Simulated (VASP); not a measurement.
Set up this calculation in VASP 6.6.1, as the native input.

* Task: single point
* Functional: PBE
* Potentials or basis: VASP PAW PBE potentials, release 64 (Rb_sv, Ho_3, Br), 4f in core
* Cutoff: 500 eV
* k mesh: 4 × 4 × 4
* Occupations: gaussian, width 0.02 eV
* Spin: no spin polarisation
* Dipole correction: no
* Further INCAR settings: ALGO = Normal; EDIFF = 1e-06; NBANDS = 32

The structure of RbHoBr4 lies in POSCAR:

```
RbHoBr4
1.0
    5.6611344839      0.0000000000      0.0000000000
    0.0000000000      5.6611344839      0.0000000000
    0.0000000000      0.0000000000      9.5207824354
Rb Ho Br
1 1 4
Direct
    0.0000000000      0.0000000000      0.0000000000
    0.5000000000      0.5000000000      0.5000000000
    0.5000000000      0.5000000000      0.7920863831
    0.5000000000      0.5000000000      0.2079136169
    0.5000000000      0.0000000000      0.5000000000
    0.0000000000      0.5000000000      0.5000000000
```

The input as run:

INCAR

```
ALGO = Normal ; EDIFF = 1E-6
ENCUT = 500 ; GGA = PE
GGA_COMPAT = F ; ISIF = 2
ISMEAR = 0 ; LASPH = T
LCHARG = F ; LMAXMIX = 6
LREAL = F ; LWAVE = F
NBANDS = 32 ; NELM = 200
PREC = Accurate ; SIGMA = 0.02
```

KPOINTS

```
k-points
0
Gamma
  4 4 4
```

Potentials or basis: VASP PAW PBE potentials, release 64 (Rb_sv, Ho_3, Br), 4f in core.

Launch:

```console
$ cat potpaw_PBE.64/Rb_sv/POTCAR potpaw_PBE.64/Ho_3/POTCAR potpaw_PBE.64/Br/POTCAR > POTCAR
$ mpirun -np 1 vasp_std > vasp.out
```

It gave:

- Pressure: -1.1 GPa
- Largest force: 0.011 eV/Å
- Band gap on the k mesh: 3.41 eV (least direct gap 3.52 eV)

Caveat: spin-orbit coupling is left out, which moves the levels of the heavy elements; the 4f electrons are frozen in the core, so they carry no moment and show no levels.

It took 4.5 min on 1 thread of Intel(R) Xeon(R) Platinum 8488C (Sapphire Rapids), on a shared host, peak memory 0.44 GiB.
